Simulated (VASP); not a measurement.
Crystal: Zr.

```
CELL_PARAMETERS angstrom
3.25340 0.00000 0.00000
-1.62670 2.81753 0.00000
0.00000 0.00000 5.18109
ATOMIC_POSITIONS crystal
Zr 0.66667 0.33333 0.75000
Zr 0.33333 0.66667 0.25000
```

This cell differs from its parent crystal: volume scaled by 1.02.

Base run:

- Program: VASP 6.6.1
- Functional: PBEsol
- Potentials or basis: VASP PAW PBE potentials, release 64 (Zr_sv)
- Cutoff: 520 eV
- k mesh: 9 × 9 × 5
- Occupations: fermi-dirac, width 0.05 eV
- Spin: no spin polarisation

Its results: band gap on the k mesh zero (band 12 reaches 9.50 eV, above the bottom of band 13 at 8.39 eV); pressure -4.9 GPa.

Question: The run is repeated on the same cell with these changes: functional from PBEsol to RPBE; cutoff from 520 eV to 500 eV; dispersion from none to D4. What comes out?

Answer: Band gap on the k mesh zero (band 12 reaches 9.73 eV, above the bottom of band 13 at 8.60 eV); pressure -1.4 GPa.

Several settings changed at once, so the effect can't be laid on one alone.

Caveats: the PAW data sets were made with another functional, which shifts forces and pressure a little; pairwise dispersion overbinds metals, which lowers pressure and volume (some runs).
